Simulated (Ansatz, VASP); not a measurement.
## MgS: VASP beside Ansatz

```
Mg S
1.0
     0.00000    2.60165    2.60165
     2.60165    0.00000    2.60165
     2.60165    2.60165    0.00000
Mg S
1 1
Cartesian
  -0.6000 0.0000 -0.6000
  2.6016 2.6016 2.6016
```

Alike in both runs: task single point; functional PBE; k mesh 8 × 8 × 8; occupations gaussian, width 0.05 eV; no spin polarisation.

|  | VASP | Ansatz |
| --- | --- | --- |
| version | VASP 6.6.1 | Ansatz 0.2.0 |
| potentials or method | VASP PAW PBE potentials, release 64 (Mg, S), cutoff 520 eV | scalar-relativistic, plane waves, PAW |
| valence electrons in the cell | 8 | 16 |

|  | VASP | Ansatz | Ansatz less VASP |
| --- | --- | --- | --- |
| gap on the k mesh at the Fermi level (eV) | 2.90 | 2.91 | +0.007 |
| least direct gap on the mesh (eV) | 3.53 | 3.54 | +0.004 |
| pressure (GPa) | 24.2 | 24.1 | -0.10 |
| traceless stress, the component that is largest in VASP (GPa) | -26.58 | -26.31 | +0.269 |
| rms of the force components (eV/Å) | 2.233 | 2.212 | -0.0214 |

Atom by atom the forces differ by 0.021 eV/Å (rms over components). VASP's potentials hold 8 valence electrons a cell and Ansatz's 16, so a difference there can come from the potentials and not from the codes.
